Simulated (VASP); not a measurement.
Set up this calculation in VASP 6.6.1, as the native input.

```yaml
Task: single point
Functional: PBE
Potentials_or_basis: VASP PAW PBE potentials, release 64 (K_sv)
Cutoff: 500 eV
k_mesh: 5 × 1 × 3
Occupations: gaussian, width 0.1 eV
Spin: no spin polarisation
Dipole_correction: no
Further_INCAR_settings: ALGO = Normal; EDIFF = 1e-06; NBANDS = 16; ISYM = 0
```

The structure of K lies in POSCAR:

```
K
1.0
    2.4379623500     -4.0476104500      0.0000000000
    2.4379623500      4.0476104500      0.0000000000
    0.0000000000      0.0000000000      7.8117980100
K
2
Direct
    0.8206130200      0.1793869800      0.2500000000
    0.1793869800      0.8206130200      0.7500000000
```

The input as run:

INCAR

```
PREC = Accurate
ENCUT = 500
EDIFF = 1E-6
ISMEAR = 0
SIGMA = 0.1
LREAL = F
LASPH = T
NELM = 120
ALGO = Normal
ISIF = 2
LWAVE = F
LCHARG = F
GGA = PE
NBANDS = 16
ISYM = 0
GGA_COMPAT = F
```

KPOINTS

```
regular mesh
0
Gamma
  5 1 3
```

Potentials or basis: VASP PAW PBE potentials, release 64 (K_sv).

Run with:

```console
$ cat potpaw_PBE.64/K_sv/POTCAR > POTCAR
$ mpirun -np 1 vasp_std > vasp.out
```

It gave:

```
Pressure               : -0.6 GPa
Largest force          : 0.005 eV/Å
Band gap on the k mesh : zero (band 9 reaches -0.56 eV, above the bottom of band 10 at -1.12 eV)
```

Caveat: the k points lie up to 1.50 Å⁻¹ apart.

It took 25 s on 1 thread of AMD EPYC 7R43 64-Core Processor (Zen 3), with other jobs on the host, peak memory 0.2 GiB.
